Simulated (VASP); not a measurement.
# TiC (I4/mmm) in VASP: a series of runs, part 2 of 2

VASP 6.6.1. The steps go on from the part before.

## Step 3: Single point, PBE

This run uses another cell than the first one, of the same volume but with other edges.

File INCAR:

```
  ALGO = Normal
  EDIFF = 1E-6
  ENCUT = 520
  GGA = PE
  ISIF = 2
  ISMEAR = 0
  LASPH = True
  LCHARG = True
  LELF = True
  LREAL = False
  LVHAR = True
  LWAVE = False
  NBANDS = 15
  NELM = 80
  PREC = Accurate
  SIGMA = 0.15
```

File KPOINTS:

```
k-points
0
Gamma
  26 26 26
```

File POSCAR:

```
TiC
1.0
    0.0000000000      1.8925784651      2.8388676976
    1.8925784651      0.0000000000      2.8388676976
    1.8925784651      1.8925784651      0.0000000000
Ti C
1 1
Direct
    0.0000000000      0.0000000000      0.0000000000
    0.5000000000      0.5000000000      0.5000000000
```

Potentials or basis: VASP PAW PBE potentials, release 64 (Ti_sv, C).

Launch:

```
$ cat potpaw_PBE.64/Ti_sv/POTCAR potpaw_PBE.64/C/POTCAR > POTCAR
$ mpirun -np 1 vasp_std > vasp.out
```

OUTCAR:

```text
EDIFF = 1E-6
   ENCUT = 520
   GGA = PE
   ISIF = 2
   ISMEAR = 0
   LASPH = True
   LREAL = False
   NELM = 80
   PREC = Accurate

 ion  position               nearest neighbor table
   1  0.000  0.000  0.000-   2 1.89   2 1.89   2 1.89   2 1.89
   2  0.500  0.500  0.500-   1 1.89   1 1.89   1 1.89   1 1.89

  LATTYP: Found a body centered tetragonal cell.
 ALAT       =     2.6765101332
 C/A-ratio  =     2.1213203435

  Lattice vectors:

 A1 = (  -1.8925784651,   0.0000000000,   2.8388676976)
 A2 = (   1.8925784651,   0.0000000000,   2.8388676976)
 A3 = (   0.0000000000,   1.8925784651,  -2.8388676976)

Analysis of symmetry for initial positions (statically):
=====================================================================
 Subroutine PRICEL returns:
 Original cell was already a primitive cell.

 Routine SETGRP: Setting up the symmetry group for a
 body centered tetragonal supercell.

 Subroutine GETGRP returns: Found 16 space group operations
 (whereof 16 operations were pure point group operations)
 out of a pool of 16 trial point group operations.

The static configuration has the point symmetry D_4h.

Analysis of symmetry for dynamics (positions and initial velocities):
=====================================================================
 Subroutine PRICEL returns:
 Original cell was already a primitive cell.

 Routine SETGRP: Setting up the symmetry group for a
 body centered tetragonal supercell.

 Subroutine GETGRP returns: Found 16 space group operations
 (whereof 16 operations were pure point group operations)
 out of a pool of 16 trial point group operations.

The dynamic configuration has the point symmetry D_4h.

 Subroutine INISYM returns: Found 16 space group operations
 (whereof 16 operations are pure point group operations),
 and found     1 'primitive' translations

----------------------------------------------------------------------------------------

                                     Primitive cell

  volume of cell :      20.3368

  direct lattice vectors                    reciprocal lattice vectors
     0.000000000  1.892578465  2.838867698    -0.264189839  0.264189839  0.176126559
     1.892578465  0.000000000  2.838867698     0.264189839 -0.264189839  0.176126559
     1.892578465  1.892578465  0.000000000     0.264189839  0.264189839 -0.176126559

  length of vectors
     3.411894349  3.411894349  2.676510133     0.413053395  0.413053395  0.413053395

  position of ions in fractional coordinates (direct lattice)
     0.000000000  0.000000000  0.000000000
     0.500000000  0.500000000  0.500000000

  ion indices of the primitive-cell ions
   primitive index   ion index
                 1           1
                 2           2

----------------------------------------------------------------------------------------

 KPOINTS: k-points

Automatic generation of k-mesh.
 Grid dimensions read from file:
 generate k-points for:   26   26   26

 Generating k-lattice:

  Cartesian coordinates                     Fractional coordinates (reciprocal lattice)
    -0.010161148  0.010161148  0.006774098     0.038461538 -0.000000000  0.000000000
     0.010161148 -0.010161148  0.006774098    -0.000000000  0.038461538  0.000000000
[... 42 lines left out ...]
   total plane-waves  NPLWV =  15680
   dimension x,y,z NGX =    28 NGY =   28 NGZ =   20
   dimension x,y,z NGXF=    56 NGYF=   56 NGZF=   40
   ions per type =               1   1
   NGX,Y,Z   is equivalent  to a cutoff of  13.64, 13.64, 12.42 a.u.
   NGXF,Y,Z  is equivalent  to a cutoff of  27.29, 27.29, 24.85 a.u.
 SYSTEM =  unknown system
   PREC   = accura    normal or accurate (medium, high low for compatibility)
   ISTART =      0    job   : 0-new  1-cont  2-samecut
   ICHARG =      2    charge: 1-file 2-atom 10-const
   ISPIN  =      1    spin polarized calculation?
   LNONCOLLINEAR =      F non collinear calculations
   LSORBIT =      F    spin-orbit coupling
   LASPH  =      T    aspherical Exc in radial PAW
   ENCUT  =  520.0 eV  38.22 Ry    6.18 a.u.   6.34  6.34  4.98*2*pi/ulx,y,z
   NELM   =     80;   NELMIN=  2; NELMDL= -5     # of ELM steps
   EDIFF  = 0.1E-05   stopping-criterion for ELM
   LREAL  =      F    real-space projection
   EDIFFG = 0.1E-04   stopping-criterion for IOM
   NSW    =      0    number of steps for IOM
   IBRION =     -1    ionic relax: 0-MD 1-quasi-New 2-CG
   NFREE  =      0    steps in history (QN), initial steepest desc. (CG)
   ISIF   =      2    stress and relaxation
   ISYM   =      2    0-nonsym 1-usesym 2-fastsym
   POTIM  = 0.5000    time-step for ionic-motion
   TEBEG  =    0.0;   TEEND  =   0.0 temperature during run
   PSTRESS=    0.0 pullay stress
   NELECT =      16.0000    total number of electrons
   NUPDOWN=      -1.0000    fix difference up-down
   EMIN   =  10.00;   EMAX   =-10.00  energy-range for DOS
   EFERMI =   0.00;   METHOD = LEGACY
   ISMEAR =     0;   SIGMA  =   0.15  broadening in eV -4-tet -1-fermi 0-gaus
   EFERMI_NEDOS =   21; number of points for ismear=-14 and -15
   IALGO  =     38    algorithm
   IMIX   =      4    mixing-type and parameters
     AMIX     =   0.40;   BMIX     =  1.00
     AMIX_MAG =   1.60;   BMIX_MAG =  1.00
  volume/ion in A,a.u.               =      10.17        68.62
  Fermi-wavevector in a.u.,A,eV,Ry     =   1.511311  2.855964 31.076536  2.284061
  Thomas-Fermi vector in A             =   2.621385
   LORBIT       =      0    0 simple, 1 ext, 2 COOP (PROOUT), +10 PAW based schemes
   GGA     = PE    functional components
   LHFCALC =     F    Hartree Fock is set to
   AEXX    =    0.0000 exact exchange contribution
   IVDW    =     0    specifies the selected vdW correction
   LEPSILON=     F    determine dielectric tensor
   LRPA    =     F    only Hartree local field effects (RPA)
 non-spin polarized calculation
 Gauss-broadening in eV      SIGMA  =   0.15
  energy-cutoff  :      520.00
  volume of cell :       20.34
 maximum number of plane-waves:       564
 NGX is ok and might be reduce to    28

 number of electron      16.0000002 magnetization

 Free energy of the ion-electron system (eV)
  ---------------------------------------------------
  ext. energy  EPLUGINS =         0.00000000
  ---------------------------------------------------
  free energy    TOTEN  =       -16.26384999 eV

  energy without entropy =      -16.25965817  energy(sigma->0) =      -16.26175408

 E-fermi :   9.3929     XC(G=0): -12.3788

 val. band max:        9.3912516110   @ k =   0.4615   0.0385   0.3462
 cond. band min:       9.3929593839   @ k =   0.3846   0.2692   0.0385
 fundamental gap:      0.0017077729
 Fermi energy:         9.3929281250

 k-point     1 :       0.0000    0.0000    0.0000
  band No.  band energies     occupation
      1     -46.7791      2.00000
      2     -23.2170      2.00000
      3     -22.5927      2.00000
      4     -22.5927      2.00000
      5      -3.0620      2.00000
      6       8.1104      2.00000
      7       8.3142      2.00000
      8       9.5524      0.13268
      9      11.6840      0.00000
     10      11.6840      0.00000
     11      11.8279      0.00000
     12      11.8279      0.00000
     13      12.5910      0.00000
     14      21.3607      0.00000
[... 401 lines left out ...]
      2     -23.4083      2.00000
      3     -23.2089      2.00000
      4     -22.4852      2.00000
      5      -0.1644      2.00000
      6       4.9276      2.00000
      7       5.5994      2.00000
      8       6.5625      2.00000
      9      11.5638      0.00000
     10      12.5241      0.00000
     11      13.7133      0.00000
     12      15.2191      0.00000
     13      17.6510      0.00000
     14      20.2633      0.00000
     15      24.5438      0.00000

 [... further k-points ...]

------------------------ aborting loop because EDIFF is reached ----------------------------------------

  FORCE on cell =-STRESS in cart. coord.  units (eV):
  Direction    XX          YY          ZZ          XY          YZ          ZX
  --------------------------------------------------------------------------------------
  -------------------------------------------------------------------------------------
  Total       15.2025681     15.2025681     -3.5580193      0.0000000      0.0000000      0.0000000
  in kB     1197.6904960   1197.6904960   -280.3082905      0.0000000      0.0000000      0.0000000
  external PRESSURE =     705.0242338 kB  Pullay stress =       0.0000000 kB

 VOLUME and BASIS-vectors are now :
 -----------------------------------------------------------------------------
  energy-cutoff  :      520.00
  volume of cell :       20.34
      direct lattice vectors                 reciprocal lattice vectors
     0.000000000  1.892578465  2.838867698    -0.264189839  0.264189839  0.176126559
     1.892578465  0.000000000  2.838867698     0.264189839 -0.264189839  0.176126559
     1.892578465  1.892578465  0.000000000     0.264189839  0.264189839 -0.176126559

 POSITION                                       TOTAL-FORCE (eV/Angst)
 -----------------------------------------------------------------------------------
      0.00000      0.00000      0.00000         0.000000     -0.000000      0.000000
      1.89258      1.89258      2.83887        -0.000000      0.000000     -0.000000
 -----------------------------------------------------------------------------------
    total drift:                               -0.000000      0.000000      0.000000

  FREE ENERGIE OF THE ION-ELECTRON SYSTEM (eV)
  ---------------------------------------------------
  free  energy   TOTEN  =       -16.2638499922 eV

  energy  without entropy=      -16.2596581704  energy(sigma->0) =      -16.26175408
```

stdout:

```text
POSCAR found type information on POSCAR TiC
 POSCAR found :  2 types and       2 ions
 scaLAPACK will be used
 LDA part: xc-table for (Slater+PW92), standard interpolation
 POSCAR, INCAR and KPOINTS ok, starting setup
 FFT: planning ... GRIDC
 FFT: planning ... GRID_SOFT
 FFT: planning ... GRID
 WAVECAR not read
 entering main loop
```

Run time: 4.4 min. Hardware: 1 thread of Intel Xeon Platinum 8488C (Sapphire Rapids), shared host; peak memory 0.5 GiB.

Results:

```yaml
Free_energy: -16.2638 eV
Pressure: 70.5 GPa
Band_gap_on_the_k_mesh: zero (band 8 reaches 11.47 eV, above the bottom of band 9 at 8.76 eV)
```
